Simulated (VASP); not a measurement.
Input of a VASP 6.6.1 run:

INCAR

```
SYSTEM = H3C2N
PREC = Accurate
ENCUT = 1000
EDIFF = 1E-6
ISMEAR = -1
SIGMA = 0.02
LREAL = Auto
LASPH = .True.
NELM = 120
ALGO = Normal
ISIF = 2
LWAVE = .False.
LCHARG = .False.
GGA = PE
IVDW = 12
NBANDS = 72
GGA_COMPAT = .False.
```

Contents of KPOINTS:

```
Automatic mesh
0
Gamma
  1 1 1
  0 0 0
```

The input POSCAR:

```
H3C2N
1.0
    8.0517480000      0.0000000000      0.0000000000
    0.0000000000      8.0517480000      0.0000000000
    0.0000000000      0.0000000000      8.0517480000
C N H
12 6 18
Direct
    0.3406341083      0.4704444302      0.3788618322
    0.2356010148      0.5120503026      0.5144348780
    0.9510357254      0.8166425477      0.8932470316
    0.9333998034      0.7588041752      1.0649861372
    0.5957215750      0.9516567086      0.3604683107
    0.6058311810      1.1035616117      0.2594219293
    0.5165586404      0.5578788606      0.8993575060
    0.4212253041      0.6842365161      0.9829418407
    0.0324277412      0.1285186769      0.2263980443
   -0.0083460138      0.0925761710      0.4017512719
    0.8226288254      0.4545845200      0.5679760469
    0.6758532433      0.3565933757      0.5858852016
    0.1472723687      0.5553079903      0.6210328490
    0.9169810083      0.7109387924      1.2025711684
    0.6390537806      1.1990067250      0.1564380803
    0.3660447396      0.7841402885      1.0686375182
   -0.0102338026      0.0741950692      0.5452108039
    0.5612197500      0.2743006860      0.6145994634
    0.4696992504      0.5090944227      0.4090912930
    0.3543950953      0.3378148447      0.3746764057
    0.2979601448      0.5331140518      0.2638681688
    1.0407181149      0.9139009318      0.8582235808
    0.9809671142      0.7150621207      0.8076631310
    0.8231007727      0.8741455893      0.8559135234
    0.4794114272      0.8823798261      0.3216568626
    0.7043812101      0.8710282537      0.3198560114
    0.6092341688      0.9785080209      0.4933959682
    0.4941659873      0.5649953277      0.7639334962
    0.6490764490      0.5729190730      0.9187818595
    0.4875835657      0.4338933608      0.9360700310
    0.0895581928      0.2610861641      0.2190704428
    0.1298848399      0.0401279325      0.1971869959
   -0.0841183803      0.1229049891      0.1509361694
    0.8205547417      0.5496570434      0.6620425776
    0.9380571771      0.3763158012      0.5867545780
    0.8366630451      0.5136151802      0.4378676531
```

Potentials or basis: VASP PAW PBE potentials, release 64 (C_h, N_h, H_h).

Run with:

```console
$ cat potpaw_PBE.64/C_h/POTCAR potpaw_PBE.64/N_h/POTCAR potpaw_PBE.64/H_h/POTCAR > POTCAR
$ mpirun -np 1 vasp_gam > vasp.out
```

Question: Predict the pressure.

Answer: -0.7 GPa.

Question: Predict the largest force.

Answer: 2.200 eV/Å.

Question: Estimate the dispersion energy per atom.

Answer: -0.046 eV.

Question: Estimate the band gap on the k mesh.

Answer: 6.09 eV.

Forces in eV/Å, atoms in the order of the input:
```
C    0.912  0.682 -0.253
C   -0.927  0.828  1.041
C   -2.024  0.678 -0.530
C    0.480 -0.161  0.946
C    0.026 -0.500 -0.933
C    0.497 -1.254  0.057
C   -0.178  0.645 -1.387
C    1.196 -1.120 -0.200
C   -0.326  1.474  0.855
C    0.846  0.547 -0.219
C    1.118 -0.173 -1.752
C    0.148 -0.383  0.121
N    0.823 -0.175 -0.303
N    0.098  0.517 -1.762
N   -0.361  0.622  0.032
N   -1.029  1.172  0.677
N   -0.386 -0.185 -0.201
N   -0.365 -0.282  0.002
H   -0.424  0.229 -0.271
H   -0.181 -0.812 -0.507
H    0.130 -0.413  0.236
H    0.127 -0.031  0.836
H   -0.095 -0.248  0.104
H    1.457 -0.787  0.329
H    0.740  0.564  0.634
H   -0.755  0.586  0.326
H   -0.346 -0.037 -0.099
H   -0.029 -0.031  0.303
H    0.360  0.291  0.276
H   -0.451 -0.888  0.445
H   -0.840 -1.554  0.080
H    0.091 -0.311 -0.654
H    0.910 -0.045  0.112
H    0.149  0.575  0.268
H   -1.083  0.498 -0.017
H   -0.305 -0.515  1.407
```

Caveat: the k points lie up to 0.78 Å⁻¹ apart.
